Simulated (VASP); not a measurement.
# Ir3Rh (Pm-3m) in VASP: single point with LDA

Aim: the single point of Ir3Rh with LDA.

Everything below comes from runs of VASP 6.6.1. Logs are shortened: lines on timing, memory, paths and dates and some standing lists are left out, and cuts for length are marked.

## Step 1: The cell of the first run

The structure is cubic, space group Pm-3m (No. 221). Conventional cell: a = 3.840 Å, b = 3.840 Å, c = 3.840 Å, α = 90.00°, β = 90.00°, γ = 90.00°. Ir (site symmetry 4/mmm) has 8 Ir at 2.72 Å and 4 Rh at 2.72 Å within 3.6 Å. Within 3.6 Å of Rh (site symmetry m-3m) lie 12 Ir at 2.72 Å.

## Step 2: Single point, LDA

INCAR

```
PREC = Accurate ; ENCUT = 520
EDIFF = 1E-6 ; ISMEAR = 0
SIGMA = 0.05 ; LREAL = False
LASPH = True ; NELM = 100
ALGO = Normal ; ISIF = 2
LWAVE = False ; LCHARG = False
GGA = CA ; NBANDS = 29
```

KPOINTS

```
regular mesh
0
Gamma
  10 10 10
```

POSCAR

```
Ir3Rh
1.0
    3.8403358500      0.0000000000      0.0000000000
    0.0000000000      3.8403358500      0.0000000000
    0.0000000000      0.0000000000      3.8403358500
Ir Rh
3 1
Direct
    0.5000000000      0.0000000000      0.5000000000
    0.0000000000      0.5000000000      0.5000000000
    0.5000000000      0.5000000000      0.0000000000
    0.0000000000      0.0000000000      0.0000000000
```

Potentials or basis: VASP PAW LDA potentials, release 64 (Ir, Rh_pv).

Run with:

```console
$ cat potpaw_LDA.64/Ir/POTCAR potpaw_LDA.64/Rh_pv/POTCAR > POTCAR
$ mpirun -np 1 vasp_std > vasp.out
```

OUTCAR:

```text
PREC = Accurate
   ENCUT = 520
   EDIFF = 1E-6
   ISMEAR = 0
   LREAL = False
   LASPH = True
   NELM = 100
   ISIF = 2
   GGA = CA

 ion  position               nearest neighbor table
   1  0.500  0.000  0.500-   2 2.72   3 2.72   4 2.72   3 2.72   4 2.72   2 2.72   3 2.72   3 2.72
                             2 2.72   4 2.72   4 2.72   2 2.72
   2  0.000  0.500  0.500-   1 2.72   3 2.72   4 2.72   3 2.72   4 2.72   1 2.72   4 2.72   4 2.72
                             1 2.72   3 2.72   3 2.72   1 2.72
   3  0.500  0.500  0.000-   1 2.72   2 2.72   4 2.72   1 2.72   2 2.72   1 2.72   4 2.72   1 2.72
                             2 2.72   4 2.72   2 2.72   4 2.72
   4  0.000  0.000  0.000-   1 2.72   2 2.72   3 2.72   1 2.72   2 2.72   2 2.72   3 2.72   2 2.72
                             1 2.72   3 2.72   1 2.72   3 2.72

  LATTYP: Found a simple cubic cell.
 ALAT       =     3.8403358500

  Lattice vectors:

 A1 = (   3.8403358500,   0.0000000000,   0.0000000000)
 A2 = (   0.0000000000,   3.8403358500,   0.0000000000)
 A3 = (   0.0000000000,   0.0000000000,   3.8403358500)

Analysis of symmetry for initial positions (statically):
=====================================================================
 Subroutine PRICEL returns:
 Original cell was already a primitive cell.

 Routine SETGRP: Setting up the symmetry group for a
 simple cubic supercell.

 Subroutine GETGRP returns: Found 48 space group operations
 (whereof 48 operations were pure point group operations)
 out of a pool of 48 trial point group operations.

The static configuration has the point symmetry O_h .

Analysis of symmetry for dynamics (positions and initial velocities):
=====================================================================
 Subroutine PRICEL returns:
 Original cell was already a primitive cell.

 Routine SETGRP: Setting up the symmetry group for a
 simple cubic supercell.

 Subroutine GETGRP returns: Found 48 space group operations
 (whereof 48 operations were pure point group operations)
 out of a pool of 48 trial point group operations.

The dynamic configuration has the point symmetry O_h .

 Subroutine INISYM returns: Found 48 space group operations
 (whereof 48 operations are pure point group operations),
 and found     1 'primitive' translations

----------------------------------------------------------------------------------------

                                     Primitive cell

  volume of cell :      56.6380

  direct lattice vectors                    reciprocal lattice vectors
     3.840335850  0.000000000  0.000000000     0.260393892  0.000000000  0.000000000
     0.000000000  3.840335850  0.000000000     0.000000000  0.260393892  0.000000000
     0.000000000  0.000000000  3.840335850     0.000000000  0.000000000  0.260393892

  length of vectors
     3.840335850  3.840335850  3.840335850     0.260393892  0.260393892  0.260393892

  position of ions in fractional coordinates (direct lattice)
     0.500000000  0.000000000  0.500000000
     0.000000000  0.500000000  0.500000000
     0.500000000  0.500000000  0.000000000
     0.000000000  0.000000000  0.000000000

  ion indices of the primitive-cell ions
   primitive index   ion index
                 1           1
                 2           2
                 3           3
                 4           4

----------------------------------------------------------------------------------------

 KPOINTS: regular mesh

Automatic generation of k-mesh.
 Grid dimensions read from file:
 generate k-points for:   10   10   10

 Generating k-lattice:

  Cartesian coordinates                     Fractional coordinates (reciprocal lattice)
     0.026039389  0.000000000  0.000000000     0.100000000  0.000000000  0.000000000
     0.000000000  0.026039389  0.000000000     0.000000000  0.100000000  0.000000000
     0.000000000  0.000000000  0.026039389     0.000000000  0.000000000  0.100000000

  Length of vectors
     0.026039389  0.026039389  0.026039389

  Shift w.r.t. Gamma in fractional coordinates (k-lattice)
     0.000000000  0.000000000  0.000000000

 Subroutine IBZKPT returns following result:
 ===========================================

 Found     56 irreducible k-points:

 Following reciprocal coordinates:
            Coordinates               Weight
  0.000000  0.000000  0.000000      1.000000
  0.100000  0.000000  0.000000      6.000000
  0.200000  0.000000  0.000000      6.000000
  0.300000  0.000000  0.000000      6.000000
  0.400000  0.000000  0.000000      6.000000
  0.500000  0.000000  0.000000      3.000000
[... 16 lines left out ...]
  0.200000  0.100000  0.100000     24.000000
  0.300000  0.100000  0.100000     24.000000
 [... further k-points ...]
   k-points           NKPTS =     56   k-points in BZ     NKDIM =     56   number of bands    NBANDS=     29
   number of dos      NEDOS =    301   number of ions     NIONS =      4
   total plane-waves  NPLWV =  27000
   dimension x,y,z NGX =    30 NGY =   30 NGZ =   30
   dimension x,y,z NGXF=    60 NGYF=   60 NGZF=   60
   ions per type =               3   1
   NGX,Y,Z   is equivalent  to a cutoff of  12.99, 12.99, 12.99 a.u.
   NGXF,Y,Z  is equivalent  to a cutoff of  25.97, 25.97, 25.97 a.u.
 SYSTEM =  unknown system
   PREC   = accura    normal or accurate (medium, high low for compatibility)
   ISTART =      0    job   : 0-new  1-cont  2-samecut
   ICHARG =      2    charge: 1-file 2-atom 10-const
   ISPIN  =      1    spin polarized calculation?
   LNONCOLLINEAR =      F non collinear calculations
   LSORBIT =      F    spin-orbit coupling
   LASPH  =      T    aspherical Exc in radial PAW
   ENCUT  =  520.0 eV  38.22 Ry    6.18 a.u.   7.14  7.14  7.14*2*pi/ulx,y,z
   NELM   =    100;   NELMIN=  2; NELMDL= -5     # of ELM steps
   EDIFF  = 0.1E-05   stopping-criterion for ELM
   LREAL  =      F    real-space projection
   EDIFFG = 0.1E-04   stopping-criterion for IOM
   NSW    =      0    number of steps for IOM
   IBRION =     -1    ionic relax: 0-MD 1-quasi-New 2-CG
   NFREE  =      0    steps in history (QN), initial steepest desc. (CG)
   ISIF   =      2    stress and relaxation
   ISYM   =      2    0-nonsym 1-usesym 2-fastsym
   POTIM  = 0.5000    time-step for ionic-motion
   TEBEG  =    0.0;   TEEND  =   0.0 temperature during run
   PSTRESS=    0.0 pullay stress
   NELECT =      42.0000    total number of electrons
   NUPDOWN=      -1.0000    fix difference up-down
   EMIN   =  10.00;   EMAX   =-10.00  energy-range for DOS
   EFERMI =   0.00;   METHOD = LEGACY
   ISMEAR =     0;   SIGMA  =   0.05  broadening in eV -4-tet -1-fermi 0-gaus
   EFERMI_NEDOS =   21; number of points for ismear=-14 and -15
   IALGO  =     38    algorithm
   IMIX   =      4    mixing-type and parameters
     AMIX     =   0.40;   BMIX     =  1.00
     AMIX_MAG =   1.60;   BMIX_MAG =  1.00
  volume/ion in A,a.u.               =      14.16        95.55
  Fermi-wavevector in a.u.,A,eV,Ry     =   1.481797  2.800190 29.874618  2.195722
  Thomas-Fermi vector in A             =   2.595663
   LORBIT       =      0    0 simple, 1 ext, 2 COOP (PROOUT), +10 PAW based schemes
   GGA     = CA    functional components
   LHFCALC =     F    Hartree Fock is set to
   AEXX    =    0.0000 exact exchange contribution
   IVDW    =     0    specifies the selected vdW correction
   LEPSILON=     F    determine dielectric tensor
   LRPA    =     F    only Hartree local field effects (RPA)
 non-spin polarized calculation
 Gauss-broadening in eV      SIGMA  =   0.05
  energy-cutoff  :      520.00
  volume of cell :       56.64
 maximum number of plane-waves:      1568
 NGX is ok and might be reduce to    30
   NGX = 15   NGY = 15   NGZ = 15

 number of electron      42.0000011 magnetization

 Free energy of the ion-electron system (eV)
  ---------------------------------------------------
  ext. energy  EPLUGINS =         0.00000000
  ---------------------------------------------------
  free energy    TOTEN  =       -39.66652055 eV

  energy without entropy =      -39.66191543  energy(sigma->0) =      -39.66421799

 E-fermi :  10.4483     XC(G=0): -14.1478

 val. band max:       10.4278338179   @ k =   0.5000   0.0000   0.0000
 cond. band min:      10.4625357758   @ k =   0.2000   0.0000   0.0000
 fundamental gap:      0.0347019578
 Fermi energy:        10.4483309350

 k-point     1 :       0.0000    0.0000    0.0000
  band No.  band energies     occupation
      1     -36.3292      2.00000
      2     -36.3292      2.00000
      3     -36.3292      2.00000
      4       0.1418      2.00000
      5       2.9788      2.00000
      6       3.1347      2.00000
[... 21 lines left out ...]
     28      20.8101      0.00000
     29      20.8101      0.00000

 k-point     2 :       0.1000    0.0000    0.0000
  band No.  band energies     occupation
      1     -36.3303      2.00000
      2     -36.3294      2.00000
      3     -36.3294      2.00000
      4       0.2860      2.00000
      5       3.0754      2.00000
      6       3.2099      2.00000
[... 21 lines left out ...]
     28      20.4545      0.00000
     29      20.9400      0.00000

 k-point     3 :       0.2000    0.0000    0.0000
  band No.  band energies     occupation
      1     -36.3331      2.00000
      2     -36.3300      2.00000
      3     -36.3300      2.00000
      4       0.7067      2.00000
      5       3.3123      2.00000
      6       3.4475      2.00000
[... 21 lines left out ...]
     28      19.8325      0.00000
     29      20.5426      0.00000

 k-point     4 :       0.3000    0.0000    0.0000
  band No.  band energies     occupation
      1     -36.3366      2.00000
      2     -36.3308      2.00000
      3     -36.3308      2.00000
      4       1.3607      2.00000
      5       3.5343      2.00000
      6       3.8554      2.00000
[... 21 lines left out ...]
     28      19.3339      0.00000
     29      20.1004      0.00000

 k-point     5 :       0.4000    0.0000    0.0000
  band No.  band energies     occupation
      1     -36.3395      2.00000
      2     -36.3314      2.00000
      3     -36.3314      2.00000
      4       2.1366      2.00000
      5       3.5777      2.00000
      6       4.2793      2.00000
[... 21 lines left out ...]
     28      19.0451      0.00000
     29      19.8353      0.00000
[... 510 lines left out ...]
     28      22.1819      0.00000
     29      22.5075      0.00000

 k-point    22 :       0.1000    0.1000    0.1000
  band No.  band energies     occupation
      1     -36.3316      2.00000
      2     -36.3301      2.00000
      3     -36.3301      2.00000
      4       0.5648      2.00000
      5       3.2617      2.00000
      6       3.3953      2.00000
[... 21 lines left out ...]
     28      20.5614      0.00000
     29      20.5614      0.00000

 k-point    23 :       0.2000    0.1000    0.1000
  band No.  band energies     occupation
      1     -36.3338      2.00000
      2     -36.3310      2.00000
      3     -36.3306      2.00000
      4       0.9659      2.00000
      5       3.5046      2.00000
      6       3.5892      2.00000
[... 21 lines left out ...]
     28      19.6851      0.00000
     29      20.1860      0.00000

 k-point    24 :       0.3000    0.1000    0.1000
  band No.  band energies     occupation
      1     -36.3366      2.00000
      2     -36.3319      2.00000
      3     -36.3312      2.00000
      4       1.5907      2.00000
      5       3.7302      2.00000
      6       3.9634      2.00000
[... 21 lines left out ...]
     28      19.0455      0.00000
     29      19.5215      0.00000

 [... further k-points ...]

------------------------ aborting loop because EDIFF is reached ----------------------------------------

  FORCE on cell =-STRESS in cart. coord.  units (eV):
  Direction    XX          YY          ZZ          XY          YZ          ZX
  --------------------------------------------------------------------------------------
  -------------------------------------------------------------------------------------
  Total       -3.6822329     -3.6822329     -3.6822329      0.0000000      0.0000000      0.0000000
  in kB     -104.1631771   -104.1631771   -104.1631771      0.0000000      0.0000000      0.0000000
  external PRESSURE =    -104.1631771 kB  Pullay stress =       0.0000000 kB

 VOLUME and BASIS-vectors are now :
 -----------------------------------------------------------------------------
  energy-cutoff  :      520.00
  volume of cell :       56.64
      direct lattice vectors                 reciprocal lattice vectors
     3.840335850  0.000000000  0.000000000     0.260393892  0.000000000  0.000000000
     0.000000000  3.840335850  0.000000000     0.000000000  0.260393892  0.000000000
     0.000000000  0.000000000  3.840335850     0.000000000  0.000000000  0.260393892

 POSITION                                       TOTAL-FORCE (eV/Angst)
 -----------------------------------------------------------------------------------
      1.92017      0.00000      1.92017         0.000000      0.000000      0.000000
      0.00000      1.92017      1.92017         0.000000      0.000000      0.000000
      1.92017      1.92017      0.00000         0.000000      0.000000      0.000000
      0.00000      0.00000      0.00000         0.000000      0.000000      0.000000
 -----------------------------------------------------------------------------------
    total drift:                                0.000000      0.000000     -0.000000

  FREE ENERGIE OF THE ION-ELECTRON SYSTEM (eV)
  ---------------------------------------------------
  free  energy   TOTEN  =       -39.6665205477 eV

  energy  without entropy=      -39.6619154309  energy(sigma->0) =      -39.66421799
```

Run time: 39 s. Hardware: 1 thread of Intel Xeon 6975P-C (Granite Rapids), shared host; peak memory 0.21 GiB.

Results:

| Property | Result |
| --- | --- |
| Free energy | -39.6665 eV |
| Pressure | -10.4 GPa |
| Band gap on the k mesh | zero (bands 21 and 22 overlap by 2.29 eV) |

Levels at points of the mesh, in eV from the Fermi level:
```
           k point  band 19  band 20  band 21  band 22  band 23  band 24
(0.00, 0.00, 0.00)     1.07     1.07     1.10     1.66     1.66     1.66
(0.50, 0.00, 0.00)    -1.63    -1.59    -1.52    -0.38    -0.02     1.06
(0.50, 0.50, 0.00)    -2.18    -1.38    -1.38    -1.19    -1.08     2.30
(0.50, 0.50, 0.50)    -0.23     0.64     0.64     0.64     0.73     0.73
```

Caveat: the cell stands under tension; spin-orbit coupling is left out, which moves the levels of the heavy elements.
